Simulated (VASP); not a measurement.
**C: relaxation of the atoms with PBE**

C:

```
CELL_PARAMETERS angstrom
2.49688 0.00000 0.00000
-1.24844 2.16236 0.00000
0.00000 0.00000 8.23710
ATOMIC_POSITIONS crystal
C 0.66667 0.33333 0.84375
C 0.33333 0.66667 0.34375
C 0.66667 0.33333 0.65625
C 0.33333 0.66667 0.15625
C 0.00000 0.00000 0.90625
C 0.00000 0.00000 0.40625
C 0.00000 0.00000 0.59375
C 0.00000 0.00000 0.09375
```

| Property | Result |
| --- | --- |
| Program | VASP 6.6.1 |
| Task | relaxation of the atoms |
| Functional | PBE |
| Potentials or basis | VASP PAW PBE potentials, release 64 (C) |
| Cutoff | 520 eV |
| k mesh | 10 × 10 × 3 |
| Occupations | fermi-dirac, width 0.05 eV |
| Spin | no spin polarisation |
| Dipole correction | no |
| Further INCAR settings | ALGO = Normal; EDIFF = 1e-06; IBRION = 2; EDIFFG = -0.01; NSW = 60 |

```yaml
Energy_gained_by_relaxing: 1.0 meV/atom
Ionic_steps: 5
Pressure_after_relaxing: 12.1 GPa
Band_gap_on_the_k_mesh: 4.59 eV (least direct gap 5.34 eV)
```

Stress tensor (GPa, compression positive):
```
12.22  0.00  0.00
 0.00 12.22  0.00
 0.00  0.00 11.92
```

The path:
```csv
step,energy change (eV),largest force (eV/Å),pressure (GPa)
1,0.0000,0.3598,12.15
2,0.0111,0.6667,12.29
3,-0.0076,0.0347,12.11
4,-0.0074,0.0730,12.14
5,-0.0076,0.0004,12.12
```

Final structure:
```yaml
crystal:
  lattice:
    - [2.49688, 0.00000, 0.00000]
    - [-1.24844, 2.16236, 0.00000]
    - [0.00000, 0.00000, 8.23710]
  atoms:
    - { symbol: C, position: [0.66667, 0.33333, 0.84442] }
    - { symbol: C, position: [0.33333, 0.66667, 0.34442] }
    - { symbol: C, position: [0.66667, 0.33333, 0.65558] }
    - { symbol: C, position: [0.33333, 0.66667, 0.15558] }
    - { symbol: C, position: [0.00000, 0.00000, 0.90704] }
    - { symbol: C, position: [0.00000, 0.00000, 0.40704] }
    - { symbol: C, position: [0.00000, 0.00000, 0.59296] }
    - { symbol: C, position: [0.00000, 0.00000, 0.09296] }
```

Levels at points of the mesh, in eV from the valence-band top:
```csv
k point,band 14,band 15,band 16,band 17,band 18,band 19
"(0.00, 0.00, 0.00)",-0.24,0.00,0.00,5.34,5.34,5.52
"(0.50, 0.00, 0.00)",-4.76,-3.76,-3.02,4.66,5.64,6.05
```

Run time: 32 s on 1 thread of AMD EPYC 9R45 (Zen 5), with other jobs on the host, peak memory 0.13 GiB.

Caveat: an odd mesh through Γ misses points on the zone boundary, where band edges can lie. A hybrid or GW would open this gap; PBE tends to underestimate it.
